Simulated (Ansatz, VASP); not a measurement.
One calculation of Te2Mo, two programs

The input INCAR:

```
  PREC = Accurate
  ENCUT = 520
  EDIFF = 1E-6
  ISMEAR = 0
  SIGMA = 0.02
  LREAL = F
  LASPH = T
  NELM = 100
  ALGO = Normal
  ISIF = 2
  LWAVE = F
  LCHARG = F
  LDIPOL = T
  IDIPOL = 3
  DIPOL = 0.5 0.5 0.500
  GGA = PE
  IVDW = 12
  NBANDS = 20
```

The input KPOINTS:

```
Automatic mesh
0
Gamma
  9 9 1
```

POSCAR

```
Te2Mo
1.0
    3.6910000000      0.0000000000      0.0000000000
   -1.8455000000      3.1964997654      0.0000000000
    0.0000000000      0.0000000000     33.2698832047
Te Mo
2 1
Direct
    0.3333333333      0.6666666667      0.4510668556
    0.3333333333      0.6666666667      0.5489331444
    0.6666666667      0.3333333333      0.5000000000
```

Input for Ansatz:

```yaml
crystal:
  lattice:
    - [3.691, 0.0, 0.0]
    - [-1.8455, 3.1964997654, 0.0]
    - [0.0, 0.0, 33.2698832047]
  atoms:
    - { symbol: Te, position: [0.3333333333, 0.6666666667, 0.4510668556] }
    - { symbol: Mo, position: [0.6666666667, 0.3333333333, 0.5] }
    - { symbol: Te, position: [0.3333333333, 0.6666666667, 0.5489331444] }
  periodic: [true, true, false]
basis:
  ecutwfc: 420
kpoints:
  mp_grid: { grid: [9, 9, 1] }
hamiltonian:
  xc: pbe
  pseudopotentials: { kind: paw, azcp: { folder: soft_1 } }
  dispersion: d3bj
scf:
  occupations: { method: gaussian, width: 0.02 }
output:
  forces: true
  stress: true
  eigenvalues: true
```

Alike in both runs: task single point; functional PBE; dispersion D3(BJ); k mesh 9 × 9 × 1; occupations gaussian, width 0.02 eV; no spin polarisation.

|  | VASP | Ansatz |
| --- | --- | --- |
| version | VASP 6.6.1 | Ansatz 0.2.0 |
| potentials or method | VASP PAW PBE potentials, release 64 (Te, Mo_sv), cutoff 520 eV | scalar-relativistic, plane waves, PAW |
| valence electrons in the cell | 26 | 46 |

VASP gave:

* gap on the k mesh at the Fermi level (eV): 0.23
* least direct gap on the mesh (eV): 0.68
* rms of the force components (eV/Å): 0.943

Problem. Which values does Ansatz return?

Solution. gap on the k mesh at the Fermi level (eV): 0.25; least direct gap on the mesh (eV): 0.68; rms of the force components (eV/Å): 0.929.

VASP's potentials hold 26 valence electrons a cell and Ansatz's 46, so a difference there can come from the potentials and not from the codes.

Neither program's run includes spin-orbit coupling.
